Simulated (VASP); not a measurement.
# Pb (Fm-3m) in VASP: notebook

The runs below take Pb through single point, with LDA.

Program: VASP 6.6.1. These are calculated values, not measurements. Logs are shortened: lines on timing, memory, paths and dates and some standing lists are left out, and cuts for length are marked.

## 1. The cell of the first run

Symmetry: Fm-3m, No. 225, cubic system. Conventional cell: a = 4.917 Å, b = 4.917 Å, c = 4.917 Å, α = 90.00°, β = 90.00°, γ = 90.00°. Pb (site symmetry m-3m) has 12 Pb at 3.48 Å within 4.6 Å.

## 2. Single point, LDA

File INCAR:

```
PREC = Accurate
ENCUT = 520
EDIFF = 1E-7
ISMEAR = -1
SIGMA = 0.05
LREAL = False
LASPH = True
NELM = 60
ALGO = Fast
ISIF = 2
LWAVE = False
LCHARG = False
GGA = CA
NBANDS = 13
```

File KPOINTS:

```
regular mesh
0
Gamma
  9 9 9
```

File POSCAR:

```
Pb
1.0
    0.0000000000      2.4584086270      2.4584086270
    2.4584086270      0.0000000000      2.4584086270
    2.4584086270      2.4584086270      0.0000000000
Pb
1
Direct
    0.0000000000      0.0000000000      0.0000000000
```

Potentials or basis: VASP PAW LDA potentials, release 64 (Pb_d).

Started as:

```sh
> cat potpaw_LDA.64/Pb_d/POTCAR > POTCAR
> mpirun -np 1 vasp_std > vasp.out
```

OUTCAR:

```text
PREC = Accurate
   ENCUT = 520
   EDIFF = 1E-7
   ISMEAR = -1
   LREAL = False
   LASPH = True
   NELM = 60
   ISIF = 2
   GGA = CA

 ion  position               nearest neighbor table
   1  0.000  0.000  0.000-

  LATTYP: Found a face centered cubic cell.
 ALAT       =     4.9168172540

  Lattice vectors:

 A1 = (   0.0000000000,   2.4584086270,   2.4584086270)
 A2 = (   2.4584086270,   0.0000000000,   2.4584086270)
 A3 = (   2.4584086270,   2.4584086270,   0.0000000000)

Analysis of symmetry for initial positions (statically):
[... 5 lines left out ...]
 face centered cubic supercell.

 Subroutine GETGRP returns: Found 48 space group operations
 (whereof 48 operations were pure point group operations)
 out of a pool of 48 trial point group operations.

The static configuration has the point symmetry O_h .

Analysis of symmetry for dynamics (positions and initial velocities):
[... 5 lines left out ...]
 face centered cubic supercell.

 Subroutine GETGRP returns: Found 48 space group operations
 (whereof 48 operations were pure point group operations)
 out of a pool of 48 trial point group operations.

The dynamic configuration has the point symmetry O_h .

 Subroutine INISYM returns: Found 48 space group operations
 (whereof 48 operations are pure point group operations),
 and found     1 'primitive' translations

----------------------------------------------------------------------------------------

                                     Primitive cell

  volume of cell :      29.7161

  direct lattice vectors                    reciprocal lattice vectors
     0.000000000  2.458408627  2.458408627    -0.203383601  0.203383601  0.203383601
     2.458408627  0.000000000  2.458408627     0.203383601 -0.203383601  0.203383601
     2.458408627  2.458408627  0.000000000     0.203383601  0.203383601 -0.203383601

  length of vectors
     3.476714822  3.476714822  3.476714822     0.352270731  0.352270731  0.352270731

  position of ions in fractional coordinates (direct lattice)
     0.000000000  0.000000000  0.000000000

  ion indices of the primitive-cell ions
   primitive index   ion index
                 1           1

----------------------------------------------------------------------------------------

 KPOINTS: regular mesh

Automatic generation of k-mesh.
 Grid dimensions read from file:
 generate k-points for:    9    9    9

 Generating k-lattice:

  Cartesian coordinates                     Fractional coordinates (reciprocal lattice)
    -0.022598178  0.022598178  0.022598178     0.111111111  0.000000000  0.000000000
     0.022598178 -0.022598178  0.022598178     0.000000000  0.111111111  0.000000000
     0.022598178  0.022598178 -0.022598178     0.000000000  0.000000000  0.111111111

  Length of vectors
     0.039141192  0.039141192  0.039141192

  Shift w.r.t. Gamma in fractional coordinates (k-lattice)
     0.000000000  0.000000000  0.000000000

 Subroutine IBZKPT returns following result:
 ===========================================

 Found     35 irreducible k-points:

 Following reciprocal coordinates:
            Coordinates               Weight
  0.000000  0.000000  0.000000      1.000000
  0.111111  0.000000  0.000000      8.000000
  0.222222  0.000000  0.000000      8.000000
  0.333333  0.000000  0.000000      8.000000
  0.444444  0.000000  0.000000      8.000000
  0.111111  0.111111  0.000000      6.000000
[... 16 lines left out ...]
 -0.333333  0.333333  0.000000     12.000000
  0.444444  0.444444  0.000000      6.000000
 [... further k-points ...]
   k-points           NKPTS =     35   k-points in BZ     NKDIM =     35   number of bands    NBANDS=     13
   number of dos      NEDOS =    301   number of ions     NIONS =      1
   total plane-waves  NPLWV =  21952
   dimension x,y,z NGX =    28 NGY =   28 NGZ =   28
   dimension x,y,z NGXF=    56 NGYF=   56 NGZF=   56
   ions per type =               1
   NGX,Y,Z   is equivalent  to a cutoff of  13.39, 13.39, 13.39 a.u.
   NGXF,Y,Z  is equivalent  to a cutoff of  26.78, 26.78, 26.78 a.u.
 SYSTEM =  unknown system
   PREC   = accura    normal or accurate (medium, high low for compatibility)
   ISTART =      0    job   : 0-new  1-cont  2-samecut
   ICHARG =      2    charge: 1-file 2-atom 10-const
   ISPIN  =      1    spin polarized calculation?
   LNONCOLLINEAR =      F non collinear calculations
   LSORBIT =      F    spin-orbit coupling
   LASPH  =      T    aspherical Exc in radial PAW
   ENCUT  =  520.0 eV  38.22 Ry    6.18 a.u.   6.46  6.46  6.46*2*pi/ulx,y,z
   NELM   =     60;   NELMIN=  2; NELMDL= -5     # of ELM steps
   EDIFF  = 0.1E-06   stopping-criterion for ELM
   LREAL  =      F    real-space projection
   EDIFFG = 0.1E-05   stopping-criterion for IOM
   NSW    =      0    number of steps for IOM
   IBRION =     -1    ionic relax: 0-MD 1-quasi-New 2-CG
   NFREE  =      0    steps in history (QN), initial steepest desc. (CG)
   ISIF   =      2    stress and relaxation
   ISYM   =      2    0-nonsym 1-usesym 2-fastsym
   POTIM  = 0.5000    time-step for ionic-motion
   TEBEG  =    0.0;   TEEND  =   0.0 temperature during run
   PSTRESS=    0.0 pullay stress
   NELECT =      14.0000    total number of electrons
   NUPDOWN=      -1.0000    fix difference up-down
   EMIN   =  10.00;   EMAX   =-10.00  energy-range for DOS
   EFERMI =   0.00;   METHOD = LEGACY
   ISMEAR =    -1;   SIGMA  =   0.05  broadening in eV -4-tet -1-fermi 0-gaus
   EFERMI_NEDOS =   21; number of points for ismear=-14 and -15
   IALGO  =     68    algorithm
   IMIX   =      4    mixing-type and parameters
     AMIX     =   0.40;   BMIX     =  1.00
     AMIX_MAG =   1.60;   BMIX_MAG =  1.00
  volume/ion in A,a.u.               =      29.72       200.53
  Fermi-wavevector in a.u.,A,eV,Ry     =   1.273855  2.407238 22.078274  1.622707
  Thomas-Fermi vector in A             =   2.406656
   LORBIT       =      0    0 simple, 1 ext, 2 COOP (PROOUT), +10 PAW based schemes
   GGA     = CA    functional components
   LHFCALC =     F    Hartree Fock is set to
   AEXX    =    0.0000 exact exchange contribution
   IVDW    =     0    specifies the selected vdW correction
   LEPSILON=     F    determine dielectric tensor
   LRPA    =     F    only Hartree local field effects (RPA)
 non-spin polarized calculation
 RMM-DIIS sequential band-by-band and
  energy-cutoff  :      520.00
  volume of cell :       29.72
 maximum number of plane-waves:       821
 NGX is ok and might be reduce to    28
   NGX = 13   NGY = 13   NGZ = 13

 number of electron      13.9999999 magnetization

 Free energy of the ion-electron system (eV)
  ---------------------------------------------------
  ext. energy  EPLUGINS =         0.00000000
  ---------------------------------------------------
  free energy    TOTEN  =        -4.27059356 eV

  energy without entropy =       -4.26751796  energy(sigma->0) =       -4.26905576

 E-fermi :   7.0789     XC(G=0): -10.5526

 val. band max:        6.8562666263   @ k =  -0.3333   0.3333   0.1111
 cond. band min:       7.0822421198   @ k =  -0.2222   0.3333   0.1111
 fundamental gap:      0.2259754935
 Fermi energy:         7.0789450136

 k-point     1 :       0.0000    0.0000    0.0000
  band No.  band energies     occupation
      1      -9.7893      2.00000
      2      -9.7893      2.00000
      3      -9.7893      2.00000
      4      -9.6373      2.00000
      5      -9.6373      2.00000
      6      -4.6680      2.00000
      7      14.7449      0.00000
      8      14.7449      0.00000
      9      14.7449      0.00000
     10      17.0755      0.00000
     11      18.9634      0.00000
     12      19.9005      0.00000
     13      19.9005      0.00000

 k-point     2 :       0.1111    0.0000    0.0000
  band No.  band energies     occupation
      1      -9.7902      2.00000
      2      -9.7716      2.00000
      3      -9.7716      2.00000
      4      -9.6374      2.00000
      5      -9.6374      2.00000
      6      -4.4254      2.00000
      7      12.3727      0.00000
      8      14.4603      0.00000
      9      14.4603      0.00000
     10      16.7174      0.00000
     11      19.8460      0.00000
     12      20.4070      0.00000
     13      20.4078      0.00000

 k-point     3 :       0.2222    0.0000    0.0000
  band No.  band energies     occupation
      1      -9.7966      2.00000
      2      -9.7505      2.00000
      3      -9.7505      2.00000
      4      -9.6134      2.00000
      5      -9.6134      2.00000
      6      -3.6978      2.00000
      7       8.8576      0.00000
      8      13.8503      0.00000
      9      13.8503      0.00000
     10      16.4145      0.00000
     11      19.2436      0.00000
     12      20.0020      0.00000
     13      20.0020      0.00000

 k-point     4 :       0.3333    0.0000    0.0000
  band No.  band energies     occupation
      1      -9.8101      2.00000
      2      -9.7606      2.00000
      3      -9.7606      2.00000
      4      -9.5504      2.00000
      5      -9.5504      2.00000
      6      -2.5264      2.00000
      7       5.6846      2.00000
      8      13.2616      0.00000
      9      13.2616      0.00000
     10      16.3307      0.00000
     11      17.9670      0.00000
     12      19.1111      0.00000
     13      19.1111      0.00000

 k-point     5 :       0.4444    0.0000    0.0000
  band No.  band energies     occupation
      1      -9.8220      2.00000
      2      -9.7749      2.00000
      3      -9.7749      2.00000
      4      -9.5005      2.00000
      5      -9.5005      2.00000
      6      -1.2167      2.00000
      7       3.3502      2.00000
      8      12.9117      0.00000
      9      12.9117      0.00000
     10      16.4781      0.00000
     11      17.1326      0.00000
     12      18.6606      0.00000
     13      18.6606      0.00000
[... 257 lines left out ...]
 k-point    22 :      -0.4444    0.3333    0.0000
  band No.  band energies     occupation
      1      -9.8887      2.00000
      2      -9.7790      2.00000
      3      -9.5735      2.00000
      4      -9.5529      2.00000
      5      -9.4872      2.00000
      6       0.2005      2.00000
      7       4.7437      2.00000
      8       6.7698      1.99588
      9      10.1186      0.00000
     10      13.7988      0.00000
     11      18.0265      0.00000
     12      23.4824      0.00000
     13      23.6955      0.00000

 k-point    23 :      -0.3333    0.3333    0.0000
  band No.  band energies     occupation
      1      -9.8493      2.00000
      2      -9.6796      2.00000
      3      -9.6294      2.00000
      4      -9.6034      2.00000
      5      -9.5349      2.00000
      6       0.0484      2.00000
      7       5.3895      2.00000
      8       5.6471      2.00000
      9      10.9169      0.00000
     10      14.2868      0.00000
     11      21.1554      0.00000
     12      22.7475      0.00000
     13      22.7917      0.00000

 k-point    24 :       0.4444    0.4444    0.0000
  band No.  band energies     occupation
      1      -9.9604      2.00000
      2      -9.8625      2.00000
      3      -9.5085      2.00000
      4      -9.4679      2.00000
      5      -9.4679      2.00000
      6       0.0550      2.00000
      7       4.4682      2.00000
      8       9.3741      0.00000
      9       9.3741      0.00000
     10      12.8602      0.00000
     11      14.0707      0.00000
     12      25.5672      0.00000
     13      27.4149      0.00000

 [... further k-points ...]
[... 5 lines left out ...]
  --------------------------------------------------------------------------------------
  -------------------------------------------------------------------------------------
  Total       -0.2193573     -0.2193573     -0.2193573      0.0000000     -0.0000000      0.0000000
  in kB      -11.8268853    -11.8268853    -11.8268853      0.0000000     -0.0000000      0.0000000
  external PRESSURE =     -11.8268853 kB  Pullay stress =       0.0000000 kB

 VOLUME and BASIS-vectors are now :
 -----------------------------------------------------------------------------
  energy-cutoff  :      520.00
  volume of cell :       29.72
      direct lattice vectors                 reciprocal lattice vectors
     0.000000000  2.458408627  2.458408627    -0.203383601  0.203383601  0.203383601
     2.458408627  0.000000000  2.458408627     0.203383601 -0.203383601  0.203383601
     2.458408627  2.458408627  0.000000000     0.203383601  0.203383601 -0.203383601

 POSITION                                       TOTAL-FORCE (eV/Angst)
 -----------------------------------------------------------------------------------
      0.00000      0.00000      0.00000        -0.000000      0.000000      0.000000
 -----------------------------------------------------------------------------------
    total drift:                               -0.000000     -0.000000      0.000000

  FREE ENERGIE OF THE ION-ELECTRON SYSTEM (eV)
  ---------------------------------------------------
  free  energy   TOTEN  =        -4.2705935650 eV

  energy  without entropy=       -4.2675179622  energy(sigma->0) =       -4.26905576
```

Wall time 17 s (1 thread of AMD EPYC 7R13, shared host); peak memory 0.11 GiB.

What came out:

- Free energy: -4.2706 eV
- Pressure: -1.2 GPa
- Band gap on the k mesh: zero (band 7 reaches 14.74 eV, above the bottom of band 8 at 5.65 eV)

Levels at points of the mesh, in eV from the Fermi level:
```tsv
k point	band 5	band 6	band 7	band 8	band 9	band 10
(0.00, 0.00, 0.00)	-16.72	-11.75	7.67	7.67	7.67	10.00
```

Caveat: spin-orbit coupling is left out, which moves the levels of the heavy elements.

## 3. Single point, LDA

This run uses another cell than the first one, of 30.32 Å³/atom, 1.020 times its volume.

File INCAR:

```
  PREC = Accurate
  ENCUT = 520
  EDIFF = 1E-6
  ISMEAR = -1
  SIGMA = 0.05
  LREAL = False
  LASPH = True
  NELM = 100
  ALGO = Normal
  ISIF = 2
  LWAVE = False
  LCHARG = False
  GGA = CA
  NBANDS = 13
```

KPOINTS is that of step 2.

File POSCAR:

```
Pb
1.0
    0.0000000000      2.4750200000      2.4750200000
    2.4750200000      0.0000000000      2.4750200000
    2.4750200000      2.4750200000      0.0000000000
Pb
1
Direct
    0.0000000000      0.0000000000      0.0000000000
```

Potentials or basis: VASP PAW LDA potentials, release 64 (Pb_d).

Started as:

```sh
> cat potpaw_LDA.64/Pb_d/POTCAR > POTCAR
> mpirun -np 1 vasp_std > vasp.out
```

It took 10 s on 1 thread of AMD EPYC 7R13, shared host; peak memory 0.11 GiB.

It converged, with:

* Free energy: -4.2647 eV
* Pressure: -2.1 GPa
* Band gap on the k mesh: zero (band 7 reaches 14.35 eV, above the bottom of band 8 at 5.46 eV)

Levels at points of the mesh, in eV from the Fermi level:
```
           k point  band 4  band 5  band 6  band 7  band 8  band 9  band 10  band 11
(0.00, 0.00, 0.00)  -16.72  -16.72  -11.62    7.49    7.49    7.49     9.98    11.62
```

Caveat: spin-orbit coupling is left out, which moves the levels of the heavy elements.
